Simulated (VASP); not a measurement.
# ZnSe (CsCl type) (Pm-3m) in VASP: single point with PBE

Aim: the single point of ZnSe (CsCl type) with PBE.

Everything below comes from runs of VASP 6.6.1. Logs are shortened: lines on timing, memory, paths and dates and some standing lists are left out, and cuts for length are marked.

## (1) The cell of the first run

The structure is cubic, space group Pm-3m (No. 221). The conventional cell has a = 3.070 Å, b = 3.070 Å, c = 3.070 Å, α = 90.00°, β = 90.00°, γ = 90.00°. Within 3.5 Å of Zn (site symmetry m-3m) lie 8 Se at 2.66 Å and 6 Zn at 3.07 Å. Se (site symmetry m-3m) has 8 Zn at 2.66 Å and 6 Se at 3.07 Å within 3.5 Å.

## (2) Single point, PBE

Input file INCAR:

```
  ALGO = Normal
  EDIFF = 1E-6
  ENCUT = 520
  GGA = PE
  ISIF = 2
  ISMEAR = -1
  LASPH = T
  LCHARG = F
  LREAL = F
  LWAVE = F
  NBANDS = 16
  NELM = 100
  PREC = Accurate
  SIGMA = 0.08
```

Input file KPOINTS:

```
k-points
0
Gamma
  14 14 14
```

Input file POSCAR:

```
ZnSe
1.0
    3.0696941634      0.0000000000      0.0000000000
    0.0000000000      3.0696941634      0.0000000000
    0.0000000000      0.0000000000      3.0696941634
Zn Se
1 1
Direct
    0.0000000000      0.0000000000      0.0000000000
    0.5000000000      0.5000000000      0.5000000000
```

Potentials or basis: VASP PAW PBE potentials, release 64 (Zn, Se).

Command:

```
> cat potpaw_PBE.64/Zn/POTCAR potpaw_PBE.64/Se/POTCAR > POTCAR
> mpirun -np 1 vasp_std > vasp.out
```

OUTCAR:

```text
EDIFF = 1E-6
   ENCUT = 520
   GGA = PE
   ISIF = 2
   ISMEAR = -1
   LASPH = T
   LREAL = F
   NELM = 100
   PREC = Accurate

 ion  position               nearest neighbor table
   1  0.000  0.000  0.000-   2 2.66   2 2.66   2 2.66   2 2.66   2 2.66   2 2.66   2 2.66   2 2.66

   2  0.500  0.500  0.500-   1 2.66   1 2.66   1 2.66   1 2.66   1 2.66   1 2.66   1 2.66   1 2.66

  LATTYP: Found a simple cubic cell.
 ALAT       =     3.0696941634

  Lattice vectors:

 A1 = (   3.0696941634,   0.0000000000,   0.0000000000)
 A2 = (   0.0000000000,   3.0696941634,   0.0000000000)
 A3 = (   0.0000000000,   0.0000000000,   3.0696941634)

Analysis of symmetry for initial positions (statically):
=====================================================================
 Subroutine PRICEL returns:
 Original cell was already a primitive cell.

 Routine SETGRP: Setting up the symmetry group for a
 simple cubic supercell.

 Subroutine GETGRP returns: Found 48 space group operations
 (whereof 48 operations were pure point group operations)
 out of a pool of 48 trial point group operations.

The static configuration has the point symmetry O_h .

Analysis of symmetry for dynamics (positions and initial velocities):
=====================================================================
 Subroutine PRICEL returns:
 Original cell was already a primitive cell.

 Routine SETGRP: Setting up the symmetry group for a
 simple cubic supercell.

 Subroutine GETGRP returns: Found 48 space group operations
 (whereof 48 operations were pure point group operations)
 out of a pool of 48 trial point group operations.

The dynamic configuration has the point symmetry O_h .

 Subroutine INISYM returns: Found 48 space group operations
 (whereof 48 operations are pure point group operations),
 and found     1 'primitive' translations

----------------------------------------------------------------------------------------

                                     Primitive cell

  volume of cell :      28.9258

  direct lattice vectors                    reciprocal lattice vectors
     3.069694163  0.000000000  0.000000000     0.325765352  0.000000000  0.000000000
     0.000000000  3.069694163  0.000000000     0.000000000  0.325765352  0.000000000
     0.000000000  0.000000000  3.069694163     0.000000000  0.000000000  0.325765352

  length of vectors
     3.069694163  3.069694163  3.069694163     0.325765352  0.325765352  0.325765352

  position of ions in fractional coordinates (direct lattice)
     0.000000000  0.000000000  0.000000000
     0.500000000  0.500000000  0.500000000

  ion indices of the primitive-cell ions
   primitive index   ion index
                 1           1
                 2           2

----------------------------------------------------------------------------------------

 KPOINTS: k-points

Automatic generation of k-mesh.
 Grid dimensions read from file:
 generate k-points for:   14   14   14

 Generating k-lattice:

  Cartesian coordinates                     Fractional coordinates (reciprocal lattice)
     0.023268954  0.000000000  0.000000000     0.071428571  0.000000000  0.000000000
     0.000000000  0.023268954  0.000000000     0.000000000  0.071428571  0.000000000
     0.000000000  0.000000000  0.023268954     0.000000000  0.000000000  0.071428571

  Length of vectors
     0.023268954  0.023268954  0.023268954

  Shift w.r.t. Gamma in fractional coordinates (k-lattice)
     0.000000000  0.000000000  0.000000000

 Subroutine IBZKPT returns following result:
 ===========================================

 Found    120 irreducible k-points:

 Following reciprocal coordinates:
            Coordinates               Weight
  0.000000  0.000000  0.000000      1.000000
  0.071429  0.000000  0.000000      6.000000
  0.142857  0.000000  0.000000      6.000000
  0.214286  0.000000  0.000000      6.000000
  0.285714  0.000000  0.000000      6.000000
  0.357143  0.000000  0.000000      6.000000
[... 16 lines left out ...]
  0.285714  0.214286  0.000000     24.000000
  0.357143  0.214286  0.000000     24.000000
 [... further k-points ...]
   k-points           NKPTS =    120   k-points in BZ     NKDIM =    120   number of bands    NBANDS=     16
   number of dos      NEDOS =    301   number of ions     NIONS =      2
   total plane-waves  NPLWV =  13824
   dimension x,y,z NGX =    24 NGY =   24 NGZ =   24
   dimension x,y,z NGXF=    48 NGYF=   48 NGZF=   48
   ions per type =               1   1
   NGX,Y,Z   is equivalent  to a cutoff of  13.00, 13.00, 13.00 a.u.
   NGXF,Y,Z  is equivalent  to a cutoff of  26.00, 26.00, 26.00 a.u.
 SYSTEM =  unknown system
   PREC   = accura    normal or accurate (medium, high low for compatibility)
   ISTART =      0    job   : 0-new  1-cont  2-samecut
   ICHARG =      2    charge: 1-file 2-atom 10-const
   ISPIN  =      1    spin polarized calculation?
   LNONCOLLINEAR =      F non collinear calculations
   LSORBIT =      F    spin-orbit coupling
   LASPH  =      T    aspherical Exc in radial PAW
   ENCUT  =  520.0 eV  38.22 Ry    6.18 a.u.   5.71  5.71  5.71*2*pi/ulx,y,z
   NELM   =    100;   NELMIN=  2; NELMDL= -5     # of ELM steps
   EDIFF  = 0.1E-05   stopping-criterion for ELM
   LREAL  =      F    real-space projection
   EDIFFG = 0.1E-04   stopping-criterion for IOM
   NSW    =      0    number of steps for IOM
   IBRION =     -1    ionic relax: 0-MD 1-quasi-New 2-CG
   NFREE  =      0    steps in history (QN), initial steepest desc. (CG)
   ISIF   =      2    stress and relaxation
   ISYM   =      2    0-nonsym 1-usesym 2-fastsym
   POTIM  = 0.5000    time-step for ionic-motion
   TEBEG  =    0.0;   TEEND  =   0.0 temperature during run
   PSTRESS=    0.0 pullay stress
   NELECT =      18.0000    total number of electrons
   NUPDOWN=      -1.0000    fix difference up-down
   EMIN   =  10.00;   EMAX   =-10.00  energy-range for DOS
   EFERMI =   0.00;   METHOD = LEGACY
   ISMEAR =    -1;   SIGMA  =   0.08  broadening in eV -4-tet -1-fermi 0-gaus
   EFERMI_NEDOS =   21; number of points for ismear=-14 and -15
   IALGO  =     38    algorithm
   IMIX   =      4    mixing-type and parameters
     AMIX     =   0.40;   BMIX     =  1.00
     AMIX_MAG =   1.60;   BMIX_MAG =  1.00
  volume/ion in A,a.u.               =      14.46        97.60
  Fermi-wavevector in a.u.,A,eV,Ry     =   1.397668  2.641209 26.578636  1.953475
  Thomas-Fermi vector in A             =   2.520901
   LORBIT       =      0    0 simple, 1 ext, 2 COOP (PROOUT), +10 PAW based schemes
   GGA     = PE    functional components
   LHFCALC =     F    Hartree Fock is set to
   AEXX    =    0.0000 exact exchange contribution
   IVDW    =     0    specifies the selected vdW correction
   LEPSILON=     F    determine dielectric tensor
   LRPA    =     F    only Hartree local field effects (RPA)
 non-spin polarized calculation
  energy-cutoff  :      520.00
  volume of cell :       28.93
 maximum number of plane-waves:       804
 NGX is ok and might be reduce to    24
   NGX = 11   NGY = 11   NGZ = 11

 number of electron      17.9999987 magnetization

 Free energy of the ion-electron system (eV)
  ---------------------------------------------------
  ext. energy  EPLUGINS =         0.00000000
  ---------------------------------------------------
  free energy    TOTEN  =        -3.68096661 eV

  energy without entropy =       -3.65919475  energy(sigma->0) =       -3.67008068

 E-fermi :   6.7753     XC(G=0): -12.0040

 val. band max:        6.7721729966   @ k =   0.4286   0.3571   0.2857
 cond. band min:       6.7982359709   @ k =   0.5000   0.3571   0.3571
 fundamental gap:      0.0260629743
 Fermi energy:         6.7753332991

 k-point     1 :       0.0000    0.0000    0.0000
  band No.  band energies     occupation
      1     -10.0071      2.00000
      2      -1.1289      2.00000
      3      -1.1289      2.00000
      4      -0.5863      2.00000
      5      -0.5863      2.00000
      6      -0.5863      2.00000
[... 8 lines left out ...]
     15      20.3991      0.00000
     16      23.8697      0.00000

 k-point     2 :       0.0714    0.0000    0.0000
  band No.  band energies     occupation
      1      -9.9415      2.00000
      2      -1.1266      2.00000
      3      -1.1240      2.00000
      4      -0.6055      2.00000
      5      -0.6055      2.00000
      6      -0.5851      2.00000
[... 8 lines left out ...]
     15      19.9914      0.00000
     16      23.9088      0.00000

 k-point     3 :       0.1429    0.0000    0.0000
  band No.  band energies     occupation
      1      -9.7479      2.00000
      2      -1.1353      2.00000
      3      -1.1100      2.00000
      4      -0.6580      2.00000
      5      -0.6580      2.00000
      6      -0.5819      2.00000
[... 8 lines left out ...]
     15      19.0784      0.00000
     16      23.1766      0.00000

 k-point     4 :       0.2143    0.0000    0.0000
  band No.  band energies     occupation
      1      -9.4380      2.00000
      2      -1.2200      2.00000
      3      -1.0899      2.00000
      4      -0.7302      2.00000
      5      -0.7302      2.00000
      6      -0.5772      2.00000
[... 8 lines left out ...]
     15      18.4487      0.00000
     16      21.5578      0.00000

 k-point     5 :       0.2857    0.0000    0.0000
  band No.  band energies     occupation
      1      -9.0369      2.00000
      2      -1.5438      2.00000
      3      -1.0674      2.00000
      4      -0.8059      2.00000
      5      -0.8059      2.00000
      6      -0.5721      2.00000
[... 8 lines left out ...]
     15      19.5491      0.00000
     16      20.1509      0.00000

 k-point     6 :       0.3571    0.0000    0.0000
  band No.  band energies     occupation
      1      -8.5967      2.00000
      2      -2.1915      2.00000
      3      -1.0472      2.00000
      4      -0.8707      2.00000
      5      -0.8707      2.00000
      6      -0.5674      2.00000
[... 8 lines left out ...]
     15      19.0010      0.00000
     16      21.8828      0.00000

 k-point     7 :       0.4286    0.0000    0.0000
  band No.  band energies     occupation
      1      -8.2198      2.00000
      2      -2.8267      2.00000
      3      -1.0331      2.00000
      4      -0.9139      2.00000
      5      -0.9139      2.00000
      6      -0.5641      2.00000
[... 8 lines left out ...]
     15      18.1989      0.00000
     16      24.5720      0.00000

 k-point     8 :       0.5000    0.0000    0.0000
  band No.  band energies     occupation
      1      -8.0630      2.00000
      2      -3.0866      2.00000
      3      -1.0281      2.00000
      4      -0.9289      2.00000
      5      -0.9289      2.00000
      6      -0.5630      2.00000
[... 8 lines left out ...]
     15      17.8981      0.00000
     16      24.8817      0.00000

 k-point     9 :       0.0714    0.0714    0.0000
  band No.  band energies     occupation
      1      -9.8761      2.00000
      2      -1.1209      2.00000
      3      -1.1209      2.00000
      4      -0.6261      2.00000
      5      -0.6131      2.00000
      6      -0.5946      2.00000
[... 8 lines left out ...]
     15      20.1857      0.00000
     16      22.9620      0.00000
[... 172 lines left out ...]
 k-point    19 :       0.3571    0.1429    0.0000
  band No.  band energies     occupation
      1      -8.3730      2.00000
      2      -1.9924      2.00000
      3      -1.0189      2.00000
      4      -0.8700      2.00000
      5      -0.8454      2.00000
      6      -0.6080      2.00000
[... 8 lines left out ...]
     15      20.9955      0.00000
     16      21.8472      0.00000

 k-point    20 :       0.4286    0.1429    0.0000
  band No.  band energies     occupation
      1      -8.0115      2.00000
      2      -2.5535      2.00000
      3      -0.9957      2.00000
      4      -0.9065      2.00000
      5      -0.8834      2.00000
      6      -0.6026      2.00000
[... 8 lines left out ...]
     15      20.4283      0.00000
     16      22.2569      0.00000

 k-point    21 :       0.5000    0.1429    0.0000
  band No.  band energies     occupation
      1      -7.8624      2.00000
      2      -2.7896      2.00000
      3      -0.9832      2.00000
      4      -0.9258      2.00000
      5      -0.8968      2.00000
      6      -0.6006      2.00000
[... 8 lines left out ...]
     15      20.1898      0.00000
     16      22.4490      0.00000

 k-point    22 :       0.2143    0.2143    0.0000
  band No.  band energies     occupation
      1      -8.8958      2.00000
      2      -1.2199      2.00000
      3      -1.0447      2.00000
      4      -0.8501      2.00000
      5      -0.7364      2.00000
      6      -0.6520      2.00000
[... 8 lines left out ...]
     15      19.2989      0.00000
     16      20.4510      0.00000

 k-point    23 :       0.2857    0.2143    0.0000
  band No.  band energies     occupation
      1      -8.5183      2.00000
      2      -1.4062      2.00000
      3      -1.0115      2.00000
      4      -0.8564      2.00000
      5      -0.7743      2.00000
      6      -0.6573      2.00000
[... 8 lines left out ...]
     15      20.0568      0.00000
     16      20.2442      0.00000

 k-point    24 :       0.3571    0.2143    0.0000
  band No.  band energies     occupation
      1      -8.1104      2.00000
      2      -1.7891      2.00000
      3      -0.9814      2.00000
      4      -0.8603      2.00000
      5      -0.8188      2.00000
      6      -0.6501      2.00000
[... 8 lines left out ...]
     15      20.4841      0.00000
     16      21.8539      0.00000

 [... further k-points ...]
[... 5 lines left out ...]
  --------------------------------------------------------------------------------------
  -------------------------------------------------------------------------------------
  Total        5.6933088      5.6933088      5.6933088      0.0000000      0.0000000     -0.0000000
  in kB      315.3479373    315.3479373    315.3479373      0.0000000      0.0000000     -0.0000000
  external PRESSURE =     315.3479373 kB  Pullay stress =       0.0000000 kB

 VOLUME and BASIS-vectors are now :
 -----------------------------------------------------------------------------
  energy-cutoff  :      520.00
  volume of cell :       28.93
      direct lattice vectors                 reciprocal lattice vectors
     3.069694163  0.000000000  0.000000000     0.325765352  0.000000000  0.000000000
     0.000000000  3.069694163  0.000000000     0.000000000  0.325765352  0.000000000
     0.000000000  0.000000000  3.069694163     0.000000000  0.000000000  0.325765352

 POSITION                                       TOTAL-FORCE (eV/Angst)
 -----------------------------------------------------------------------------------
      0.00000      0.00000      0.00000         0.000000      0.000000      0.000000
      1.53485      1.53485      1.53485         0.000000      0.000000      0.000000
 -----------------------------------------------------------------------------------
    total drift:                                0.000000      0.000000      0.000000

  FREE ENERGIE OF THE ION-ELECTRON SYSTEM (eV)
  ---------------------------------------------------
  free  energy   TOTEN  =        -3.6809666099 eV

  energy  without entropy=       -3.6591947454  energy(sigma->0) =       -3.67008068
```

Run time: 50 s. Hardware: 1 thread of Intel Xeon 8259CL, shared host; peak memory 0.18 GiB.

What came out:

| Property | Result |
| --- | --- |
| Free energy | -3.6810 eV |
| Pressure | 31.5 GPa |
| Band gap on the k mesh | zero (bands 9 and 10 overlap by 2.47 eV) |

Caveat: the cell stands under pressure.

The gap in the log of VASP goes by the Fermi energy; the results here count the filled bands.